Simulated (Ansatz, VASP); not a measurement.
# Co: VASP beside Ansatz

File INCAR:

```
  ALGO = Normal
  EDIFF = 1E-6
  ENCUT = 520
  GGA = PS
  ISIF = 2
  ISMEAR = -1
  ISPIN = 2
  LASPH = T
  LCHARG = F
  LMAXMIX = 4
  LORBIT = 11
  LREAL = F
  LWAVE = F
  MAGMOM = 1.657 1.698 1.698
  NBANDS = 24
  NELM = 150
  PREC = Accurate
  SIGMA = 0.05
```

Contents of KPOINTS:

```
k-points
0
Gamma
  11 11 15
```

POSCAR

```
Co
1.0
    4.0037314999      0.0000000000      0.0000000000
   -2.0018657500      3.4673331888      0.0000000000
    0.0000000000      0.0000000000      2.4665605098
Co
3
Direct
    0.0000000000      1.0000000000      0.0000000000
    0.3333333333      0.6666666667      0.5000000000
    0.6666666667      0.3333333333      0.5000000000
```

Input for Ansatz:

```yaml
crystal:
  lattice:
    - [4.0037314999, 0.0, 0.0]
    - [-2.00186575, 3.4673331888, 0.0]
    - [0.0, 0.0, 2.4665605098]
  atoms:
    - { symbol: Co, position: [0.0, 1.0, 0.0], spin: 1.657 }
    - { symbol: Co, position: [0.3333333333, 0.6666666667, 0.5], spin: 1.698 }
    - { symbol: Co, position: [0.6666666667, 0.3333333333, 0.5], spin: 1.698 }
hamiltonian:
  xc: pbesol
  pseudopotentials:
    kind: paw
    azcp:
      Co: "pseudopotentials/Co.paw.azcp"
basis:
  ecutwfc: 420
  fft_grid_basis: typed
kpoints:
  mp_grid: { grid: [11, 11, 15], shift: [0, 0, 0] }
magnetization:
  spin_polarized: true
scf:
  occupations: { method: fermi_dirac, width: 0.05 }
  lower_state_search: "off"
output:
  stress: true
  write_density: true
  write_potential: true
  elf: true
  volumetric_format: npy
```

Alike in both runs: task single point; functional PBEsol; k mesh 11 × 11 × 15; occupations fermi-dirac, width 0.05 eV; collinear spin.

```csv
,VASP,Ansatz
version,VASP 6.6.1,Ansatz 0.2.0
potentials or method,"VASP PAW PBE potentials, release 64 (Co), cutoff 520 eV","plane waves (420 eV) with PAW, scalar-relativistic"
valence electrons in the cell,27,51
```

|  | VASP | Ansatz | Ansatz less VASP |
| --- | --- | --- | --- |
| pressure (GPa) | -15.8 | -15.3 | +0.50 |
| traceless stress, the component that is largest in VASP (GPa) | 0.52 | 0.47 | -0.045 |
| net moment per atom (μB) | 1.67 | 1.67 | +0.008 |
| size of the moment on the site where the two differ most (μB) | 1.66 | 1.71 | +0.056 |

VASP's potentials were made for PBE, not for PBEsol, and Ansatz warns of the same on its side. Site moments also hang on the region over which each program counts them. VASP's potentials hold 27 valence electrons a cell and Ansatz's 51, so a difference there can come from the potentials and not from the codes.
